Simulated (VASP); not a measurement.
# MnSb (P6_3/mmc) in VASP: further runs, part 2 of 2

VASP 6.6.1. The steps go on from the part before.

## Step 3: Single point, LDA, collinear spin, ferromagnetic start

This run uses another cell than the first one, of 22.85 Å³/atom.

Contents of INCAR:

```
  PREC = Accurate
  ENCUT = 520
  EDIFF = 1E-6
  ISMEAR = -1
  SIGMA = 0.05
  LREAL = F
  LASPH = T
  NELM = 150
  ALGO = Normal
  ISIF = 2
  LWAVE = F
  LCHARG = F
  ISPIN = 2
  MAGMOM = 0 0 4 4
  LORBIT = 11
  LMAXMIX = 4
  GGA = CA
  NBANDS = 30
```

Contents of KPOINTS:

```
regular mesh
0
Gamma
  7 7 5
```

Contents of POSCAR:

```
MnSb
1.0
    4.2313932131      0.0000000000      0.0000000000
   -2.1156966065      3.6644940159      0.0000000000
    0.0000000000      0.0000000000      5.8933621136
Sb Mn
2 2
Direct
    0.6666666667      0.3333333333      0.7500000000
    0.3333333333      0.6666666667      0.2500000000
    0.0000000000      0.0000000000      0.5000000000
    0.0000000000      0.0000000000      0.0000000000
```

Potentials or basis: VASP PAW LDA potentials, release 64 (Sb, Mn_pv).

The run is started by

```console
$ cat potpaw_LDA.64/Sb/POTCAR potpaw_LDA.64/Mn_pv/POTCAR > POTCAR
$ mpirun -np 1 vasp_std > vasp.out
```

OUTCAR:

```text
PREC = Accurate
   ENCUT = 520
   EDIFF = 1E-6
   ISMEAR = -1
   LREAL = F
   LASPH = T
   NELM = 150
   ISIF = 2
   ISPIN = 2
   LORBIT = 11
   GGA = CA

 ion  position               nearest neighbor table
   1  0.667  0.333  0.750-   3 2.85   4 2.85   3 2.85   4 2.85   3 2.85   4 2.85
   2  0.333  0.667  0.250-   3 2.85   4 2.85   3 2.85   4 2.85   3 2.85   4 2.85
   3  0.000  0.000  0.500-   1 2.85   2 2.85   2 2.85   1 2.85   1 2.85   2 2.85   4 2.95   4 2.95

   4  0.000  0.000  0.000-   1 2.85   2 2.85   2 2.85   1 2.85   1 2.85   2 2.85   3 2.95   3 2.95

  LATTYP: Found a hexagonal cell.
 ALAT       =     4.2313932131
 C/A-ratio  =     1.3927710843

  Lattice vectors:

 A1 = (   4.2313932131,   0.0000000000,   0.0000000000)
 A2 = (  -2.1156966065,   3.6644940159,   0.0000000000)
 A3 = (   0.0000000000,   0.0000000000,   5.8933621136)

Analysis of symmetry for initial positions (statically):
=====================================================================
 Subroutine PRICEL returns:
 Original cell was already a primitive cell.

 Routine SETGRP: Setting up the symmetry group for a
 hexagonal supercell.

 Subroutine GETGRP returns: Found 24 space group operations
 (whereof 12 operations were pure point group operations)
 out of a pool of 24 trial point group operations.

The static configuration has the point symmetry D_3d.
 The point group associated with its full space group is D_6h.

Analysis of symmetry for dynamics (positions and initial velocities):
=====================================================================
 Subroutine PRICEL returns:
 Original cell was already a primitive cell.

 Routine SETGRP: Setting up the symmetry group for a
 hexagonal supercell.

 Subroutine GETGRP returns: Found 24 space group operations
 (whereof 12 operations were pure point group operations)
[... 164 lines left out ...]
  ---------------------------------------------------
  free energy    TOTEN  =       -28.35980476 eV

  energy without entropy =      -28.33748306  energy(sigma->0) =      -28.34864391

 E-fermi :   6.7407     XC(G=0): -10.5743

 val. band max:        6.7362090529   @ k =   0.2857   0.0000   0.4000
 cond. band min:       6.7438982704   @ k =   0.2857   0.0000   0.0000
 fundamental gap:      0.0076892175
 Fermi energy:         6.7406571197

 spin component 1

 k-point     1 :       0.0000    0.0000    0.0000
  band No.  band energies     occupation
      1     -42.5485      1.00000
      2     -42.5485      1.00000
      3     -42.5424      1.00000
      4     -42.5424      1.00000
      5     -42.3560      1.00000
      6     -42.2898      1.00000
[... 781 lines left out ...]
     29      14.0108      0.00000
     30      14.3103      0.00000
 Fermi energy:         6.7406571197

 spin component 2

 k-point     1 :       0.0000    0.0000    0.0000
  band No.  band energies     occupation
      1     -39.2439      1.00000
      2     -39.2439      1.00000
      3     -39.2364      1.00000
      4     -39.2364      1.00000
      5     -39.1680      1.00000
      6     -39.0901      1.00000
[... 781 lines left out ...]
     29      14.4329      0.00000
     30      14.7624      0.00000

------------------------ aborting loop because EDIFF is reached ----------------------------------------

  FORCE on cell =-STRESS in cart. coord.  units (eV):
  Direction    XX          YY          ZZ          XY          YZ          ZX
  --------------------------------------------------------------------------------------
  -------------------------------------------------------------------------------------
  Total       -7.0663844     -7.0663844     -7.5880367     -0.0000000     -0.0000000      0.0000000
  in kB     -123.8931558   -123.8931558   -133.0391546     -0.0000000     -0.0000000      0.0000000
  external PRESSURE =    -126.9418220 kB  Pullay stress =       0.0000000 kB

 VOLUME and BASIS-vectors are now :
 -----------------------------------------------------------------------------
  energy-cutoff  :      520.00
  volume of cell :       91.38
      direct lattice vectors                 reciprocal lattice vectors
     4.231393213  0.000000000  0.000000000     0.236328781  0.136444485  0.000000000
    -2.115696606  3.664494016  0.000000000     0.000000000  0.272888971  0.000000000
     0.000000000  0.000000000  5.893362114     0.000000000  0.000000000  0.169682429

 POSITION                                       TOTAL-FORCE (eV/Angst)
 -----------------------------------------------------------------------------------
      2.11570      1.22150      4.42002        -0.000000      0.000000      0.000000
     -0.00000      2.44300      1.47334         0.000000     -0.000000      0.000000
      0.00000      0.00000      2.94668         0.000000     -0.000000      0.000000
      0.00000      0.00000      0.00000         0.000000     -0.000000      0.000000
 -----------------------------------------------------------------------------------
    total drift:                                0.000000     -0.000000      0.000000

  FREE ENERGIE OF THE ION-ELECTRON SYSTEM (eV)
  ---------------------------------------------------
  free  energy   TOTEN  =       -28.3598047601 eV

  energy  without entropy=      -28.3374830578  energy(sigma->0) =      -28.34864391

 total charge

# of ion       s       p       d       tot
------------------------------------------
    1        1.158   1.235   0.037   2.430
    2        1.158   1.235   0.037   2.430
    3        0.269   6.184   5.032  11.484
    4        0.269   6.184   5.032  11.484
--------------------------------------------------
tot          2.853  14.838  10.138  27.828

 magnetization (x)

# of ion       s       p       d       tot
------------------------------------------
    1        0.013  -0.126   0.006  -0.108
    2        0.013  -0.126   0.006  -0.108
    3        0.031   0.018   3.312   3.362
    4        0.031   0.018   3.312   3.362
--------------------------------------------------
tot          0.088  -0.215   6.635   6.507
```

It took 1.8 min on 1 thread of Intel Xeon 8259CL, shared host; peak memory 0.25 GiB.

What came out:

```yaml
Free_energy: -28.3598 eV
Pressure: -12.7 GPa
Net_moment: 6.73 μB per cell
Site_moments: Sb -0.11; Mn +3.36 μB
Valence_electrons_inside_the_program's_atomic_spheres: Sb 2.43; Mn 11.48
```

Stress tensor (GPa, compression positive):
```
-12.39   0.00   0.00
  0.00 -12.39   0.00
  0.00   0.00 -13.30
```

Levels at points of the mesh, in eV from the Fermi level:
Spin up:
| k point | band 17 | band 18 | band 19 | band 20 | band 21 | band 22 | band 23 | band 24 | band 25 | band 26 |
| --- | --- | --- | --- | --- | --- | --- | --- | --- | --- | --- |
| (0.00, 0.00, 0.00) | -1.67 | -1.67 | -0.45 | 0.45 | 0.45 | 2.11 | 2.11 | 2.38 | 2.94 | 3.74 |
Spin down:
| k point | band 13 | band 14 | band 15 | band 16 | band 17 | band 18 |
| --- | --- | --- | --- | --- | --- | --- |
| (0.00, 0.00, 0.00) | -0.04 | -0.04 | 0.28 | 0.28 | 0.59 | 0.59 |

Caveat: the cell stands under tension; spin-orbit coupling is left out, which moves the levels of the heavy elements; the run started ferromagnetic, and an antiferromagnetic order may lie lower in energy.

## Step 4: Single point, PBE, collinear spin, ferromagnetic start

This run uses another cell than the first one, of 21.55 Å³/atom.

Contents of INCAR:

```
SYSTEM = MnSb
ALGO = Normal
EDIFF = 1E-6
ENCUT = 680
GGA = PE
GGA_COMPAT = .False.
ISIF = 2
ISMEAR = -1
ISPIN = 2
LASPH = .True.
LCHARG = .False.
LMAXMIX = 4
LORBIT = 11
LREAL = .False.
LWAVE = .False.
MAGMOM = 0 0 2 2
NBANDS = 42
NELM = 200
NUPDOWN = 4.0
PREC = Accurate
SIGMA = 0.05
```

Contents of KPOINTS:

```
k-points
0
Gamma
  6 6 4
  0 0 0
```

Contents of POSCAR:

```
MnSb
1.0
    4.1500000000      0.0000000000      0.0000000000
   -2.0750000000      3.5940054257      0.0000000000
    0.0000000000      0.0000000000      5.7800000000
Sb Mn
2 2
Direct
    0.6666666667      0.3333333333      0.7500000000
    0.3333333333      0.6666666667      0.2500000000
    0.0000000000      0.0000000000      0.5000000000
    0.0000000000      0.0000000000      0.0000000000
```

Potentials or basis: VASP PAW PBE potentials, release 64 (Sb_d_GW, Mn_sv).

The run is started by

```console
$ cat potpaw_PBE.64/Sb_d_GW/POTCAR potpaw_PBE.64/Mn_sv/POTCAR > POTCAR
$ mpirun -np 1 vasp_std > vasp.out
```

It took 4.8 min on 1 thread of Intel Xeon Platinum 8375C at 2.90GHz (Ice Lake), shared host; peak memory 0.4 GiB.

The run converged. Its results:

| Quantity | Value |
| --- | --- |
| Free energy | -25.7074 eV |
| Pressure | -11.6 GPa |
| Net moment | 4.00 μB per cell |
| Site moments | Sb -0.20; Mn +2.15 μB |
| Valence electrons inside the program's atomic spheres | Sb 12.72; Mn 12.91 |

Stress tensor (GPa, compression positive):
```
-10.68   0.00   0.00
  0.00 -10.68   0.00
  0.00   0.00 -13.56
```

Caveat: the cell stands under tension; spin-orbit coupling is left out, which moves the levels of the heavy elements; the total moment is fixed, so each spin has its own Fermi level and the state may be an excited one; the run started ferromagnetic, and an antiferromagnetic order may lie lower in energy.

## Step 5: Single point, PBE, collinear spin, ferromagnetic start

This run uses another cell than the first one, of 21.55 Å³/atom.

Contents of INCAR:

```
SYSTEM = MnSb
  PREC = Accurate
  ENCUT = 680
  EDIFF = 1E-6
  ISMEAR = -1
  SIGMA = 0.05
  LREAL = .FALSE.
  LASPH = .TRUE.
  NELM = 200
  ALGO = Normal
  ISIF = 2
  LWAVE = .FALSE.
  LCHARG = .FALSE.
  ISPIN = 2
  MAGMOM = 0 0 6 6
  LORBIT = 11
  NUPDOWN = 12.0
  LMAXMIX = 4
  GGA = PE
  NBANDS = 42
  GGA_COMPAT = .FALSE.
```

Contents of KPOINTS:

```
regular mesh
0
G
  6 6 4
  0 0 0
```

POSCAR is that of step 4.

Potentials or basis: VASP PAW PBE potentials, release 64 (Sb_d_GW, Mn_sv).

The run is started by

```console
$ cat potpaw_PBE.64/Sb_d_GW/POTCAR potpaw_PBE.64/Mn_sv/POTCAR > POTCAR
$ mpirun -np 1 vasp_std > vasp.out
```

OUTCAR:

```text
SYSTEM = MnSb
   PREC = Accurate
   ENCUT = 680
   EDIFF = 1E-6
   ISMEAR = -1
   LREAL = .FALSE.
   LASPH = .TRUE.
   NELM = 200
   ISIF = 2
   ISPIN = 2
   LORBIT = 11
   NUPDOWN = 12.0
   GGA = PE

 ion  position               nearest neighbor table
   1  0.667  0.333  0.750-   3 2.80   4 2.80   3 2.80   4 2.80   3 2.80   4 2.80
   2  0.333  0.667  0.250-   3 2.80   4 2.80   3 2.80   4 2.80   3 2.80   4 2.80
   3  0.000  0.000  0.500-   1 2.80   2 2.80   2 2.80   1 2.80   1 2.80   2 2.80
   4  0.000  0.000  0.000-   1 2.80   2 2.80   2 2.80   1 2.80   1 2.80   2 2.80

  LATTYP: Found a hexagonal cell.
 ALAT       =     4.1500000000
 C/A-ratio  =     1.3927710843

  Lattice vectors:

 A1 = (   4.1500000000,   0.0000000000,   0.0000000000)
 A2 = (  -2.0750000000,   3.5940054257,   0.0000000000)
 A3 = (   0.0000000000,   0.0000000000,   5.7800000000)

Analysis of symmetry for initial positions (statically):
=====================================================================
 Subroutine PRICEL returns:
 Original cell was already a primitive cell.

 Routine SETGRP: Setting up the symmetry group for a
 hexagonal supercell.

 Subroutine GETGRP returns: Found 24 space group operations
 (whereof 12 operations were pure point group operations)
 out of a pool of 24 trial point group operations.

The static configuration has the point symmetry D_3d.
 The point group associated with its full space group is D_6h.

Analysis of symmetry for dynamics (positions and initial velocities):
=====================================================================
 Subroutine PRICEL returns:
 Original cell was already a primitive cell.

 Routine SETGRP: Setting up the symmetry group for a
 hexagonal supercell.

 Subroutine GETGRP returns: Found 24 space group operations
 (whereof 12 operations were pure point group operations)
 out of a pool of 24 trial point group operations.

[... 163 lines left out ...]

 E-fermi :   5.7275     XC(G=0): -10.8513

 val. band max:        9.5352349870   @ k =   0.3333   0.1667   0.0000
 cond. band min:       5.7968326264   @ k =   0.1667   0.0000   0.0000
 fundamental gap:     -3.7384023606
 Fermi energy:         9.6312007952

 spin component 1

 k-point     1 :       0.0000    0.0000    0.0000
  band No.  band energies     occupation
      1     -74.7458      1.00000
      2     -74.7388      1.00000
      3     -43.5191      1.00000
      4     -43.5033      1.00000
      5     -43.5033      1.00000
      6     -43.4956      1.00000
[... 934 lines left out ...]
     41      14.4515      0.00000
     42      14.5880      0.00000
 Fermi energy:         5.7275379048

 spin component 2

 k-point     1 :       0.0000    0.0000    0.0000
  band No.  band energies     occupation
      1     -70.0395      1.00000
      2     -70.0316      1.00000
      3     -38.9286      1.00000
      4     -38.8735      1.00000
      5     -38.8735      1.00000
      6     -38.8640      1.00000
[... 934 lines left out ...]
     41      15.9627      0.00000
     42      16.4121      0.00000

------------------------ aborting loop because EDIFF is reached ----------------------------------------

  FORCE on cell =-STRESS in cart. coord.  units (eV):
  Direction    XX          YY          ZZ          XY          YZ          ZX
  --------------------------------------------------------------------------------------
  -------------------------------------------------------------------------------------
  Total       10.5472491     10.5472491     11.3271654      0.0000000      0.0000000      0.0000000
  in kB      196.0176237    196.0176237    210.5121467      0.0000000      0.0000000      0.0000000
  external PRESSURE =     200.8491313 kB  Pullay stress =       0.0000000 kB

 VOLUME and BASIS-vectors are now :
 -----------------------------------------------------------------------------
  energy-cutoff  :      680.00
  volume of cell :       86.21
      direct lattice vectors                 reciprocal lattice vectors
     4.150000000  0.000000000  0.000000000     0.240963855  0.139120547  0.000000000
    -2.075000000  3.594005426  0.000000000     0.000000000  0.278241094  0.000000000
     0.000000000  0.000000000  5.780000000     0.000000000  0.000000000  0.173010381

 POSITION                                       TOTAL-FORCE (eV/Angst)
 -----------------------------------------------------------------------------------
      2.07500      1.19800      4.33500        -0.000000      0.000000      0.000000
     -0.00000      2.39600      1.44500         0.000000     -0.000000      0.000000
      0.00000      0.00000      2.89000        -0.000000     -0.000000     -0.000000
      0.00000      0.00000      0.00000        -0.000000     -0.000000     -0.000000
 -----------------------------------------------------------------------------------
    total drift:                               -0.000000     -0.000000      0.000000

  FREE ENERGIE OF THE ION-ELECTRON SYSTEM (eV)
  ---------------------------------------------------
  free  energy   TOTEN  =       -21.0360239198 eV

  energy  without entropy=      -21.0161356182  energy(sigma->0) =      -21.02607977

 total charge

# of ion       s       p       d       f       tot
--------------------------------------------------
    1        1.288   1.568  10.011   0.013  12.879
    2        1.288   1.568  10.011   0.013  12.879
    3        2.188   6.037   4.600   0.000  12.826
    4        2.188   6.037   4.600   0.000  12.826
--------------------------------------------------
tot          6.952  15.211  29.222   0.025  51.410

 magnetization (x)

# of ion       s       p       d       f       tot
--------------------------------------------------
    1        0.068   0.489   0.052   0.009   0.618
    2        0.068   0.489   0.052   0.009   0.618
    3        0.057   0.048   4.070   0.000   4.175
    4        0.057   0.048   4.070   0.000   4.175
--------------------------------------------------
tot          0.248   1.075   8.245   0.018   9.586
```

OSZICAR:

```text
N       E                     dE             d eps       ncg     rms          rms(c)
DAV:   1     0.907972667139E+03    0.90797E+03   -0.26351E+04  5600   0.148E+04
DAV:   2     0.167373684649E+03   -0.74060E+03   -0.71759E+03  6252   0.214E+03
DAV:   3     0.248974614482E+01   -0.16488E+03   -0.16187E+03  6666   0.473E+02
DAV:   4    -0.169178022007E+02   -0.19408E+02   -0.19046E+02  6974   0.156E+02
DAV:   5    -0.196288411329E+02   -0.27110E+01   -0.26528E+01  6894   0.418E+01    0.247E+01
DAV:   6    -0.197880834228E+02   -0.15924E+00   -0.14603E+01  6824   0.481E+01    0.145E+01
DAV:   7    -0.208228211147E+02   -0.10347E+01   -0.56347E+00  6512   0.195E+01    0.872E+00
DAV:   8    -0.209713457005E+02   -0.14852E+00   -0.15558E+00  6352   0.126E+01    0.334E+00
DAV:   9    -0.210118026228E+02   -0.40457E-01   -0.38186E-01  6280   0.544E+00    0.292E+00
DAV:  10    -0.210311340199E+02   -0.19331E-01   -0.86994E-02  6416   0.273E+00    0.809E-01
DAV:  11    -0.210350485942E+02   -0.39146E-02   -0.30479E-02  6144   0.164E+00    0.204E-01
DAV:  12    -0.210357774903E+02   -0.72890E-03   -0.64255E-03  6040   0.634E-01    0.941E-02
DAV:  13    -0.210359750925E+02   -0.19760E-03   -0.19450E-03  5448   0.324E-01    0.295E-02
DAV:  14    -0.210360101637E+02   -0.35071E-04   -0.37239E-04  4920   0.134E-01    0.116E-02
DAV:  15    -0.210360214225E+02   -0.11259E-04   -0.10398E-04  4432   0.895E-02    0.447E-03
DAV:  16    -0.210360233240E+02   -0.19016E-05   -0.23890E-05  3912   0.382E-02    0.186E-03
DAV:  17    -0.210360239198E+02   -0.59583E-06   -0.59980E-06  3408   0.272E-02
   1 F= -.21036024E+02 E0= -.21026080E+02  d E =-.198883E-01  mag=    12.0000
```

stdout:

```text
POSCAR found type information on POSCAR SbMn
 POSCAR found :  2 types and       4 ions
 scaLAPACK will be used
 LDA part: xc-table for (Slater+PW92), standard interpolation
 POSCAR, INCAR and KPOINTS ok, starting setup
 FFT: planning ... GRIDC
 FFT: planning ... GRID_SOFT
 FFT: planning ... GRID
 WAVECAR not read
 entering main loop
```

Wall time 4.7 min (1 thread of Intel Xeon Platinum 8259CL at 2.50GHz (Skylake/Cascade Lake), shared host); peak memory 0.4 GiB.

Results:

```yaml
Free_energy: -21.0360 eV
Pressure: 20.1 GPa
Net_moment: 12.00 μB per cell
Site_moments: Sb +0.62; Mn +4.17 μB
Valence_electrons_inside_the_program's_atomic_spheres: Sb 12.88; Mn 12.83
```

Caveat: the cell stands under pressure; spin-orbit coupling is left out, which moves the levels of the heavy elements; the total moment is fixed, so each spin has its own Fermi level and the state may be an excited one; the run started ferromagnetic, and an antiferromagnetic order may lie lower in energy.

## Step 6: Summary

```csv
level,potentials or basis,fixed moment (μB),cell,k mesh,cutoff (eV),gap on the mesh (eV),pressure (GPa),moment (μB)
LDA,"VASP PAW LDA potentials, release 64 (Sb, Mn_pv)",-,"a = 4.205, b = 4.205, c = 5.856 Å, angles 90.0, 90.0, 120.0°, 4 atoms",7 × 7 × 5,520,none,-12.3,6.61
LDA,"VASP PAW LDA potentials, release 64 (Sb, Mn_pv)",-,"a = 4.231, b = 4.231, c = 5.893 Å, angles 90.0, 90.0, 120.0°, 4 atoms",7 × 7 × 5,520,none,-12.7,6.73
PBE,"VASP PAW PBE potentials, release 64 (Sb_d_GW, Mn_sv)",4.0,"a = 4.150, b = 4.150, c = 5.780 Å, angles 90.0, 90.0, 120.0°, 4 atoms",6 × 6 × 4,680,-,-11.6,4.00
PBE,"VASP PAW PBE potentials, release 64 (Sb_d_GW, Mn_sv)",12.0,"a = 4.150, b = 4.150, c = 5.780 Å, angles 90.0, 90.0, 120.0°, 4 atoms",6 × 6 × 4,680,-,20.1,12.00
```

Alike in all rows: task single point; spin collinear, ferromagnetic start; smearing fermi-dirac 0.05 eV.

Caveats: spin-orbit coupling is left out, which moves the levels of the heavy elements; the run started ferromagnetic, and an antiferromagnetic order may lie lower in energy; the cell stands under tension (at least some runs); the total moment is fixed, so each spin has its own Fermi level and the state may be an excited one (at least some runs); the cell stands under pressure (at least some runs).

Total energies depend on the potentials used, so only differences within one code and one set of settings carry meaning.

The gap in the log of VASP goes by the Fermi energy; the results here count the filled bands.